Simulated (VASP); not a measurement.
Write the native input for VASP 6.6.1 that does the following.

- Task: single point
- Functional: PBEsol
- Potentials or basis: VASP PAW PBE potentials, release 64 (W_sv, Se)
- Cutoff: 520 eV
- k mesh: 12 × 12 × 2
- Occupations: gaussian, width 0.02 eV
- Spin: no spin polarisation
- Dipole correction: no
- Further INCAR settings: ALGO = Normal; EDIFF = 1e-06; NBANDS = 35

The structure of WSe2 lies in POSCAR:

```
WSe2
1.0
    3.1729629831      0.0000000000      0.0000000000
   -1.5864814915      2.7478665486      0.0000000000
    0.0000000000      0.0000000000     13.4140869604
W Se
2 4
Direct
    0.6666666667      0.3333333333      0.7500000000
    0.3333333333      0.6666666667      0.2500000000
    0.3333333333      0.6666666667      0.8776954237
    0.6666666667      0.3333333333      0.3776954237
    0.3333333333      0.6666666667      0.6223045763
    0.6666666667      0.3333333333      0.1223045763
```

This cell differs from its parent crystal: biaxial strain in the a-b plane: -3.0 %, then relaxed in part.

One way to write it, as run:

INCAR

```
PREC     = Accurate       # precision mode
ENCUT    = 520            # plane-wave cutoff, eV
EDIFF    = 1E-6           # SCF threshold, eV
ISMEAR   = 0              # smearing method
SIGMA    = 0.02           # smearing width, eV
LREAL    = F              # projectors in reciprocal space
LASPH    = T              # aspherical terms in the spheres
NELM     = 80             # most SCF steps
ALGO     = Normal         # electronic algorithm
ISIF     = 2              # what is computed and relaxed
LWAVE    = F              # write WAVECAR
LCHARG   = F              # write CHGCAR
GGA      = PS             # functional
NBANDS   = 35             # bands
```

KPOINTS

```
Automatic mesh
0
Gamma
  12 12 2
```

Potentials or basis: VASP PAW PBE potentials, release 64 (W_sv, Se).

Command:

```bash
$ cat potpaw_PBE.64/W_sv/POTCAR potpaw_PBE.64/Se/POTCAR > POTCAR
$ mpirun -np 1 vasp_std > vasp.out
```

It gave:

| Property | Result |
| --- | --- |
| Pressure | 5.7 GPa |
| Largest force | 0.067 eV/Å |
| Band gap on the k mesh | 0.97 eV (least direct gap 1.75 eV) |

Caveat: the cell differs from its parent crystal (biaxial strain in the a-b plane: -3.0 %, then relaxed in part); the cell stands under pressure; the PAW data sets were made with another functional, which shifts forces and pressure a little; spin-orbit coupling is left out, which moves the levels of the heavy elements; this functional lacks dispersion, which binds the layers, so the pressure and a relaxed spacing across them are unreliable.

Wall time 2.5 min on 1 thread of Intel Xeon 8259CL, on a shared host, peak memory 0.3 GiB.
